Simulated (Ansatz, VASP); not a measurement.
# TePb in VASP and in Ansatz

INCAR

```
PREC = Accurate
ENCUT = 520
EDIFF = 1E-6
ISMEAR = 0
SIGMA = 0.011
LREAL = F
LASPH = T
NELM = 100
ALGO = Normal
ISIF = 2
LWAVE = F
LCHARG = F
GGA = PE
NBANDS = 17
```

KPOINTS

```
Automatic mesh
0
Gamma
  7 7 7
```

POSCAR

```
TePb
1.0
    4.0022870000      0.0000000000      0.0000000000
    0.0000000000      4.0022870000      0.0000000000
    0.0000000000      0.0000000000      4.0022870000
Pb Te
1 1
Direct
    0.0000000000      0.0000000000      0.0000000000
    0.5000000000      0.5000000000      0.5000000000
```

The input input.yaml:

```yaml
crystal:
  lattice:
    - [4.002287, 0.0, 0.0]
    - [0.0, 4.002287, 0.0]
    - [0.0, 0.0, 4.002287]
  atoms:
    - { symbol: Pb, position: [0.0, 0.0, 0.0] }
    - { symbol: Te, position: [0.5, 0.5, 0.5] }
kpoints:
  mp_grid: { grid: [7, 7, 7] }
scf:
  occupations: { method: gaussian, width: 0.011 }
hamiltonian:
  xc: pbe
  pseudopotentials: { kind: all_electron, lapw: { basis_error: 0.001 } }
output:
  forces: true
  stress: true
  eigenvalues: true
```

Alike in both runs: task single point; functional PBE; k mesh 7 × 7 × 7; occupations gaussian, width 0.011 eV; no spin polarisation.

|  | VASP | Ansatz |
| --- | --- | --- |
| version | VASP 6.6.1 | Ansatz 0.2.0 |
| potentials or method | VASP PAW PBE potentials, release 64 (Pb_d, Te), cutoff 520 eV | all-electron LAPW, scalar-relativistic |

|  | VASP | Ansatz | Ansatz less VASP |
| --- | --- | --- | --- |
| gap on the k mesh at the Fermi level (eV) | none | none | - |
| pressure (GPa) | 0.1 | 0.1 | +0.06 |

A gap of «none» marks a metal or a gap that the smearing closes. Ansatz ran all-electron here, and VASP with PAW potentials.

Spin-orbit coupling is off throughout.
